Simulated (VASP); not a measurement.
A run of VASP 6.6.1 is set up as follows.

Contents of INCAR:

```
SYSTEM = Ru
  PREC = Accurate
  ENCUT = 520
  EDIFF = 1E-6
  ISMEAR = 0
  SIGMA = 0.15
  LREAL = .FALSE.
  LASPH = .TRUE.
  NELM = 80
  ALGO = Fast
  ISIF = 2
  LWAVE = .FALSE.
  LCHARG = .FALSE.
  GGA = PE
  NBANDS = 13
```

The input KPOINTS:

```
regular mesh
0
G
  24 24 24
  0 0 0
```

File POSCAR:

```
Ru
1.0
    0.0000000000      1.9150000000      1.9150000000
    1.9150000000      0.0000000000      1.9150000000
    1.9150000000      1.9150000000      0.0000000000
Ru
1
Direct
    0.0000000000      0.0000000000      0.0000000000
```

Potentials or basis: VASP PAW PBE potentials, release 64 (Ru_pv).

Command:

```sh
$ cat potpaw_PBE.64/Ru_pv/POTCAR > POTCAR
$ mpirun -np 1 vasp_std > vasp.out
```

(1) Predict the band gap on the k mesh.

(2) Predict the pressure.

Answers

(1) zero (band 7 reaches 14.28 eV, above the bottom of band 8 at 10.96 eV).

(2) -4.6 GPa.
